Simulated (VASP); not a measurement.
## Zn3CdTe4: single point with PBE

Zn3CdTe4:

```
Zn Cd Te
1.0
     4.44089    0.00000    0.00000
     0.00000    4.44089    0.00000
     0.00000    0.00000   12.61477
Zn Cd Te
3 1 4
Direct
  0.00000 0.00000 0.75958
  0.50000 0.50000 0.00000
  0.00000 0.00000 0.24042
  0.50000 0.50000 0.50000
  0.50000 0.00000 0.87982
  0.00000 0.50000 0.12018
  0.50000 0.00000 0.35990
  0.00000 0.50000 0.64009
```

```yaml
Program: VASP 6.6.1
Task: single point
Functional: PBE
Potentials_or_basis: VASP PAW PBE potentials, release 64 (Zn, Cd, Te)
Cutoff: 520 eV
k_mesh: 6 × 6 × 2
Occupations: gaussian, width 0.02 eV
Spin: no spin polarisation
Dipole_correction: no
Further_INCAR_settings: ALGO = Normal; EDIFF = 1e-06; NBANDS = 46
```

* Pressure: 0.1 GPa
* Largest force: 0.006 eV/Å
* Band gap on the k mesh: 0.88 eV

Forces on the atoms (eV/Å):
```
Zn   0.000  0.000 -0.004
Zn   0.000  0.000  0.000
Zn   0.000  0.000  0.004
Cd   0.000  0.000  0.000
Te   0.000  0.000  0.001
Te   0.000  0.000 -0.001
Te   0.000  0.000 -0.006
Te   0.000  0.000  0.006
```

Levels at points of the mesh, in eV from the valence-band top:
```
           k point  band 33  band 34  band 35  band 36  band 37  band 38  band 39  band 40
(0.00, 0.00, 0.00)    -1.02    -0.06     0.00     0.00     0.88     2.23     2.41     2.73
(0.50, 0.00, 0.00)    -0.92    -0.82    -0.81    -0.53     1.65     1.71     2.93     3.22
(0.50, 0.50, 0.00)    -1.99    -1.94    -1.94    -1.90     2.24     2.50     2.54     2.54
(0.00, 0.00, 0.50)    -0.49    -0.49    -0.31    -0.31     2.11     2.12     2.22     2.50
(0.50, 0.00, 0.50)    -0.96    -0.96    -0.92    -0.54     2.33     2.40     2.42     2.62
(0.50, 0.50, 0.50)    -2.20    -2.16    -2.09    -2.09     2.89     3.09     3.20     3.26
```

Run time: 3.5 min on 1 thread of Intel(R) Xeon(R) Platinum 8259CL CPU @ 2.50GHz (Skylake/Cascade Lake) (shared host), peak memory 0.47 GiB.

Caveat: spin-orbit coupling is left out, which moves the levels of the heavy elements.
